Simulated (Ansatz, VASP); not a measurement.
## Two plane-wave programs on Tl

```
CELL_PARAMETERS angstrom
5.41113 0.00000 0.00000
-2.70557 4.68618 0.00000
0.00000 0.00000 3.31703
ATOMIC_POSITIONS crystal
Tl 0.00000 0.00000 0.00000
Tl 0.33333 0.66667 0.50000
Tl 0.66667 0.33333 0.50000
```

Alike in both runs: task relaxation of cell and atoms; functional PBE; k mesh 7 × 7 × 10; occupations fermi-dirac, width 0.1 eV; no spin polarisation.

|  | VASP | Ansatz |
| --- | --- | --- |
| version | VASP 6.6.1 | Ansatz 0.2.0 |
| potentials or method | VASP PAW PBE potentials, release 64 (Tl_d), cutoff 600 eV | plane waves (420 eV) with PAW, scalar-relativistic |
| valence electrons in the cell | 39 | 39 |

```tsv
	VASP	Ansatz	Ansatz less VASP
relaxed volume (Å³/atom)	31.61	31.70	+0.090
relaxed cell length with the largest relative difference (Å)	3.455	3.462	+0.0069
```

Spin-orbit coupling is off throughout.
